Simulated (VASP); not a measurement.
A run of VASP 6.6.1 is set up as follows.

INCAR

```
  PREC = Accurate
  ENCUT = 520
  EDIFF = 1E-7
  ISMEAR = 0
  SIGMA = 0.1
  LREAL = False
  LASPH = True
  NELM = 80
  ALGO = Normal
  ISIF = 2
  LWAVE = False
  LCHARG = True
  GGA = PE
  LELF = True
  LVHAR = True
  NBANDS = 40
```

KPOINTS

```
regular mesh
0
Gamma
  4 4 4
```

Contents of POSCAR:

```
HfTi4Si
1.0
    4.5663948200      0.0000000000      0.0000000000
    0.0000000000      4.5663948200      0.0000000000
    0.0000000000      0.0000000000      4.6717962800
Hf Ti Si
1 4 1
Direct
    0.0000000000      0.0000000000      0.5000000000
    0.2073231200      0.5000000000      0.5000000000
    0.7926768800      0.5000000000      0.5000000000
    0.5000000000      0.2073231200      0.5000000000
    0.5000000000      0.7926768800      0.5000000000
    0.5000000000      0.5000000000      0.0000000000
```

Potentials or basis: VASP PAW PBE potentials, release 64 (Hf_pv, Ti_sv, Si).

Command:

```sh
$ cat potpaw_PBE.64/Hf_pv/POTCAR potpaw_PBE.64/Ti_sv/POTCAR potpaw_PBE.64/Si/POTCAR > POTCAR
$ mpirun -np 1 vasp_std > vasp.out
```

Task: Estimate the pressure.

Result: 69.5 GPa.

Task: What does it give for the largest force?

Result: 4.898 eV/Å.

Task: Predict the band gap on the k mesh.

Result: Zero (bands 31 and 32 overlap by 0.63 eV).

Stress tensor (GPa, compression positive):
```
105.57   0.00   0.00
  0.00 105.57   0.00
  0.00   0.00  -2.54
```

Caveat: atoms lie so close that the PAW spheres overlap strongly, which falsifies energies and pressures; the cell stands under pressure; spin-orbit coupling is left out, which moves the levels of the heavy elements; forces of over 1 eV/Å act on the atoms, so gaps and moduli don't describe the material at rest.
